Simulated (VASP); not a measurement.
# Zr7B (P-6m2) in VASP: single point with PBE

Aim: the single point of Zr7B with PBE.

All numbers are computed with VASP 6.6.1; they aren't measurements. Logs are shortened: lines on timing, memory, paths and dates and some standing lists are left out, and cuts for length are marked.

## Step 1: The cell of the first run

The structure is hexagonal, space group P-6m2 (No. 187). The conventional cell has a = 3.331 Å, b = 3.331 Å, c = 18.083 Å, α = 90.00°, β = 90.00°, γ = 120.00°. Within 3.1 Å of Zr (site symmetry 3m) lie 3 B at 2.38 Å and 1 Zr at 2.81 Å. Within 4.1 Å of Zr (site symmetry 3m) lie 12 Zr at 3.13 to 3.33 Å and 1 B at 4.02 Å. Within 4.1 Å of Zr (site symmetry 3m) lie 12 Zr at 3.13 to 3.33 Å. Zr (site symmetry -6m2) has 12 Zr at 3.19 to 3.33 Å within 4.2 Å. Within 3.1 Å of B (site symmetry -6m2) lie 6 Zr at 2.38 Å.

## Step 2: Single point, PBE

File INCAR:

```
SYSTEM = Zr7B
PREC = Accurate
ENCUT = 520
EDIFF = 1E-6
ISMEAR = 0
SIGMA = 0.1
LREAL = .FALSE.
LASPH = .TRUE.
NELM = 100
ALGO = Fast
ISIF = 2
LWAVE = .FALSE.
LCHARG = .FALSE.
GGA = PE
NBANDS = 54
```

File KPOINTS:

```
Automatic mesh
0
G
  12 12 2
  0 0 0
```

File POSCAR:

```
Zr7B
1.0
    3.3305112201      0.0000000000      0.0000000000
   -1.6652556100      2.8843073242      0.0000000000
    0.0000000000      0.0000000000     18.0827999516
Zr B
7 1
Direct
    0.3333333333      0.6666666667      0.9224171616
    0.3333333333      0.6666666667      0.0775828384
    0.0000000000      0.0000000000      0.2223972666
    0.3333333333      0.6666666667      0.3592798579
    0.3333333333      0.6666666667      0.6407201421
    0.0000000000      0.0000000000      0.5000000000
    0.0000000000      0.0000000000      0.7776027334
    0.0000000000      0.0000000000      0.0000000000
```

Potentials or basis: VASP PAW PBE potentials, release 64 (Zr_sv, B).

Run with:

```
cat potpaw_PBE.64/Zr_sv/POTCAR potpaw_PBE.64/B/POTCAR > POTCAR
mpirun -np 1 vasp_std > vasp.out
```

OUTCAR:

```text
SYSTEM = Zr7B
   PREC = Accurate
   ENCUT = 520
   EDIFF = 1E-6
   ISMEAR = 0
   LREAL = .FALSE.
   LASPH = .TRUE.
   NELM = 100
   ISIF = 2
   GGA = PE

 ion  position               nearest neighbor table
   1  0.333  0.667  0.922-   8 2.38   8 2.38   8 2.38   2 2.81   7 3.25   7 3.25   7 3.25
   2  0.333  0.667  0.078-   8 2.38   8 2.38   8 2.38   1 2.81   3 3.25   3 3.25   3 3.25
   3  0.000  0.000  0.222-   4 3.13   4 3.13   4 3.13   2 3.25   2 3.25   2 3.25
   4  0.333  0.667  0.359-   3 3.13   3 3.13   3 3.13   6 3.19   6 3.19   6 3.19
   5  0.333  0.667  0.641-   7 3.13   7 3.13   7 3.13   6 3.19   6 3.19   6 3.19
   6  0.000  0.000  0.500-   4 3.19   5 3.19   4 3.19   5 3.19   4 3.19   5 3.19
   7  0.000  0.000  0.778-   5 3.13   5 3.13   5 3.13   1 3.25   1 3.25   1 3.25
   8  0.000  0.000  0.000-   1 2.38   2 2.38   1 2.38   2 2.38   1 2.38   2 2.38

  LATTYP: Found a hexagonal cell.
 ALAT       =     3.3305112201
 C/A-ratio  =     5.4294367311

  Lattice vectors:

 A1 = (   3.3305112201,   0.0000000000,   0.0000000000)
 A2 = (  -1.6652556100,   2.8843073242,   0.0000000000)
 A3 = (   0.0000000000,   0.0000000000,  18.0827999516)

Analysis of symmetry for initial positions (statically):
=====================================================================
 Subroutine PRICEL returns:
 Original cell was already a primitive cell.

 Routine SETGRP: Setting up the symmetry group for a
 hexagonal supercell.

 Subroutine GETGRP returns: Found 12 space group operations
 (whereof 12 operations were pure point group operations)
 out of a pool of 24 trial point group operations.

The static configuration has the point symmetry D_3h.

Analysis of symmetry for dynamics (positions and initial velocities):
=====================================================================
 Subroutine PRICEL returns:
 Original cell was already a primitive cell.

 Routine SETGRP: Setting up the symmetry group for a
 hexagonal supercell.

 Subroutine GETGRP returns: Found 12 space group operations
 (whereof 12 operations were pure point group operations)
 out of a pool of 24 trial point group operations.

The dynamic configuration has the point symmetry D_3h.

 Subroutine INISYM returns: Found 12 space group operations
 (whereof 12 operations are pure point group operations),
 and found     1 'primitive' translations

----------------------------------------------------------------------------------------

                                     Primitive cell

  volume of cell :     173.7073

  direct lattice vectors                    reciprocal lattice vectors
     3.330511220  0.000000000  0.000000000     0.300254205  0.173351846  0.000000000
    -1.665255610  2.884307324  0.000000000     0.000000000  0.346703693  0.000000000
     0.000000000  0.000000000 18.082799952     0.000000000  0.000000000  0.055301170

  length of vectors
     3.330511220  3.330511220 18.082799952     0.346703693  0.346703693  0.055301170

  position of ions in fractional coordinates (direct lattice)
     0.333333333  0.666666667  0.922417162
     0.333333333  0.666666667  0.077582838
     0.000000000  0.000000000  0.222397267
     0.333333333  0.666666667  0.359279858
     0.333333333  0.666666667  0.640720142
     0.000000000  0.000000000  0.500000000
     0.000000000  0.000000000  0.777602733
     0.000000000  0.000000000  0.000000000

  ion indices of the primitive-cell ions
   primitive index   ion index
                 1           1
                 2           2
                 3           3
                 4           4
                 5           5
                 6           6
                 7           7
                 8           8

----------------------------------------------------------------------------------------

 KPOINTS: Automatic mesh

Automatic generation of k-mesh.
 Grid dimensions read from file:
 generate k-points for:   12   12    2

 Generating k-lattice:

  Cartesian coordinates                     Fractional coordinates (reciprocal lattice)
     0.025021184  0.014445987  0.000000000     0.083333333  0.000000000  0.000000000
     0.000000000  0.028891974  0.000000000     0.000000000  0.083333333  0.000000000
     0.000000000  0.000000000  0.027650585     0.000000000  0.000000000  0.500000000

  Length of vectors
     0.028891974  0.028891974  0.027650585

  Shift w.r.t. Gamma in fractional coordinates (k-lattice)
     0.000000000  0.000000000  0.000000000

 Subroutine IBZKPT returns following result:
 ===========================================

 Found     38 irreducible k-points:

 Following reciprocal coordinates:
            Coordinates               Weight
  0.000000  0.000000  0.000000      1.000000
  0.083333  0.000000  0.000000      6.000000
  0.166667 -0.000000  0.000000      6.000000
  0.250000  0.000000  0.000000      6.000000
  0.333333 -0.000000  0.000000      6.000000
  0.416667 -0.000000  0.000000      6.000000
[... 16 lines left out ...]
  0.250000  0.000000  0.500000      6.000000
  0.333333 -0.000000  0.500000      6.000000
 [... further k-points ...]
   k-points           NKPTS =     38   k-points in BZ     NKDIM =     38   number of bands    NBANDS=     54
   number of dos      NEDOS =    301   number of ions     NIONS =      8
   total plane-waves  NPLWV = 109760
   dimension x,y,z NGX =    28 NGY =   28 NGZ =  140
   dimension x,y,z NGXF=    56 NGYF=   56 NGZF=  280
   ions per type =               7   1
   NGX,Y,Z   is equivalent  to a cutoff of  13.98, 13.98, 12.87 a.u.
   NGXF,Y,Z  is equivalent  to a cutoff of  27.95, 27.95, 25.74 a.u.
 SYSTEM =  Zr7B
   PREC   = accura    normal or accurate (medium, high low for compatibility)
   ISTART =      0    job   : 0-new  1-cont  2-samecut
   ICHARG =      2    charge: 1-file 2-atom 10-const
   ISPIN  =      1    spin polarized calculation?
   LNONCOLLINEAR =      F non collinear calculations
   LSORBIT =      F    spin-orbit coupling
   LASPH  =      T    aspherical Exc in radial PAW
   ENCUT  =  520.0 eV  38.22 Ry    6.18 a.u.   6.19  6.19 33.62*2*pi/ulx,y,z
   NELM   =    100;   NELMIN=  2; NELMDL= -5     # of ELM steps
   EDIFF  = 0.1E-05   stopping-criterion for ELM
   LREAL  =      F    real-space projection
   EDIFFG = 0.1E-04   stopping-criterion for IOM
   NSW    =      0    number of steps for IOM
   IBRION =     -1    ionic relax: 0-MD 1-quasi-New 2-CG
   NFREE  =      0    steps in history (QN), initial steepest desc. (CG)
   ISIF   =      2    stress and relaxation
   ISYM   =      2    0-nonsym 1-usesym 2-fastsym
   POTIM  = 0.5000    time-step for ionic-motion
   TEBEG  =    0.0;   TEEND  =   0.0 temperature during run
   PSTRESS=    0.0 pullay stress
   NELECT =      87.0000    total number of electrons
   NUPDOWN=      -1.0000    fix difference up-down
   EMIN   =  10.00;   EMAX   =-10.00  energy-range for DOS
   EFERMI =   0.00;   METHOD = LEGACY
   ISMEAR =     0;   SIGMA  =   0.10  broadening in eV -4-tet -1-fermi 0-gaus
   EFERMI_NEDOS =   21; number of points for ismear=-14 and -15
   IALGO  =     68    algorithm
   IMIX   =      4    mixing-type and parameters
     AMIX     =   0.40;   BMIX     =  1.00
     AMIX_MAG =   1.60;   BMIX_MAG =  1.00
  volume/ion in A,a.u.               =      21.71       146.53
  Fermi-wavevector in a.u.,A,eV,Ry     =   1.300095  2.456824 22.997220  1.690248
  Thomas-Fermi vector in A             =   2.431317
   LORBIT       =      0    0 simple, 1 ext, 2 COOP (PROOUT), +10 PAW based schemes
   GGA     = PE    functional components
   LHFCALC =     F    Hartree Fock is set to
   AEXX    =    0.0000 exact exchange contribution
   IVDW    =     0    specifies the selected vdW correction
   LEPSILON=     F    determine dielectric tensor
   LRPA    =     F    only Hartree local field effects (RPA)
 non-spin polarized calculation
 RMM-DIIS sequential band-by-band and
 Gauss-broadening in eV      SIGMA  =   0.10
  energy-cutoff  :      520.00
  volume of cell :      173.71
 maximum number of plane-waves:      4699
 NGX is ok and might be reduce to    28
   NGX = 13   NGY = 13   NGZ = 67

 number of electron      87.0000000 magnetization

 Free energy of the ion-electron system (eV)
  ---------------------------------------------------
  ext. energy  EPLUGINS =         0.00000000
  ---------------------------------------------------
  free energy    TOTEN  =       -66.00885756 eV

  energy without entropy =      -65.96098770  energy(sigma->0) =      -65.98492263

 E-fermi :   8.5854     XC(G=0): -10.9985

 val. band max:        8.5821075538   @ k =   0.0833   0.0833   0.0000
 cond. band min:       8.5925597191   @ k =   0.1667  -0.0000   0.0000
 fundamental gap:      0.0104521653
 Fermi energy:         8.5854475281

 k-point     1 :       0.0000    0.0000    0.0000
  band No.  band energies     occupation
      1     -40.3619      2.00000
      2     -40.3414      2.00000
      3     -40.3168      2.00000
      4     -40.2345      2.00000
      5     -40.2130      2.00000
      6     -39.8488      2.00000
[... 46 lines left out ...]
     53      10.0279      0.00000
     54      10.1027      0.00000

 k-point     2 :       0.0833    0.0000    0.0000
  band No.  band energies     occupation
      1     -40.3561      2.00000
      2     -40.3363      2.00000
      3     -40.3129      2.00000
      4     -40.2318      2.00000
      5     -40.2110      2.00000
      6     -39.8448      2.00000
[... 46 lines left out ...]
     53      10.0118      0.00000
     54      10.0550      0.00000
[... 1195 lines left out ...]
     53       9.8426      0.00000
     54       9.9304      0.00000

 k-point    24 :       0.3333   -0.0000    0.5000
  band No.  band energies     occupation
      1     -40.2929      2.00000
      2     -40.2827      2.00000
      3     -40.2727      2.00000
      4     -40.2056      2.00000
      5     -40.1952      2.00000
      6     -39.8027      2.00000
[... 46 lines left out ...]
     53       9.8403      0.00000
     54      10.2673      0.00000

 [... further k-points ...]

------------------------ aborting loop because EDIFF is reached ----------------------------------------

  FORCE on cell =-STRESS in cart. coord.  units (eV):
  Direction    XX          YY          ZZ          XY          YZ          ZX
  --------------------------------------------------------------------------------------
  -------------------------------------------------------------------------------------
  Total        0.0088339      0.0088339      0.0152749      0.0000000      0.0000000      0.0000000
  in kB        0.0814788      0.0814788      0.1408871      0.0000000      0.0000000      0.0000000
  external PRESSURE =       0.1012816 kB  Pullay stress =       0.0000000 kB

 VOLUME and BASIS-vectors are now :
 -----------------------------------------------------------------------------
  energy-cutoff  :      520.00
  volume of cell :      173.71
      direct lattice vectors                 reciprocal lattice vectors
     3.330511220  0.000000000  0.000000000     0.300254205  0.173351846  0.000000000
    -1.665255610  2.884307324  0.000000000     0.000000000  0.346703693  0.000000000
     0.000000000  0.000000000 18.082799952     0.000000000  0.000000000  0.055301170

 POSITION                                       TOTAL-FORCE (eV/Angst)
 -----------------------------------------------------------------------------------
     -0.00000      1.92287     16.67989         0.000000     -0.000000     -0.007579
     -0.00000      1.92287      1.40291         0.000000     -0.000000      0.007579
      0.00000      0.00000      4.02157        -0.000000      0.000000      0.001455
     -0.00000      1.92287      6.49679         0.000000     -0.000000      0.000158
     -0.00000      1.92287     11.58601         0.000000     -0.000000     -0.000158
      0.00000      0.00000      9.04140        -0.000000      0.000000      0.000000
      0.00000      0.00000     14.06123        -0.000000      0.000000     -0.001455
      0.00000      0.00000      0.00000        -0.000000      0.000000      0.000000
 -----------------------------------------------------------------------------------
    total drift:                                0.000001     -0.000001     -0.000000

  FREE ENERGIE OF THE ION-ELECTRON SYSTEM (eV)
  ---------------------------------------------------
  free  energy   TOTEN  =       -66.0088575649 eV

  energy  without entropy=      -65.9609877020  energy(sigma->0) =      -65.98492263
```

Wall time 31 min (1 thread of Intel Xeon 8259CL, shared host); peak memory 0.48 GiB.

Results:

| Item | Value |
| --- | --- |
| Free energy | -66.0089 eV |
| Pressure | 0.0 GPa |
| Largest force | 0.008 eV/Å |
| Band gap on the k mesh | zero (an odd number of electrons rules out a gap without spin polarisation) |

Forces on the atoms (eV/Å):
```
Zr   0.000  0.000 -0.008
Zr   0.000  0.000  0.008
Zr   0.000  0.000  0.001
Zr   0.000  0.000  0.000
Zr   0.000  0.000  0.000
Zr   0.000  0.000  0.000
Zr   0.000  0.000 -0.001
B    0.000  0.000  0.000
```
